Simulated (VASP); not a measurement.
Input of a VASP 6.6.1 run:

File INCAR:

```
PREC = Accurate ; ENCUT = 600
EDIFF = 1E-7 ; ISMEAR = -1
SIGMA = 0.08 ; LREAL = F
LASPH = T ; NELM = 80
ALGO = Normal ; ISIF = 4
LWAVE = F ; LCHARG = F
GGA = PE ; IBRION = 2
NSW = 50 ; EDIFFG = -0.005
```

KPOINTS

```
Automatic mesh
0
Gamma
  16 16 16
```

POSCAR

```
Cl
1.0
   -2.4830334744      2.4830334744      1.7262707374
    2.4830334744     -2.4830334744      1.7262707374
    2.4830334744      2.4830334744     -1.7262707374
Cl
2
Direct
   -0.3750000000     -0.1250000000     -0.2500000000
    0.3750000000      0.1250000000      0.2500000000
```

Potentials or basis: VASP PAW PBE potentials, release 64 (Cl).

Command:

```bash
$ cat potpaw_PBE.64/Cl/POTCAR > POTCAR
$ mpirun -np 1 vasp_std > vasp.out
```

(1) Predict the band gap on the k mesh.

Answers

(1) zero (bands 7 and 8 overlap by 2.03 eV).
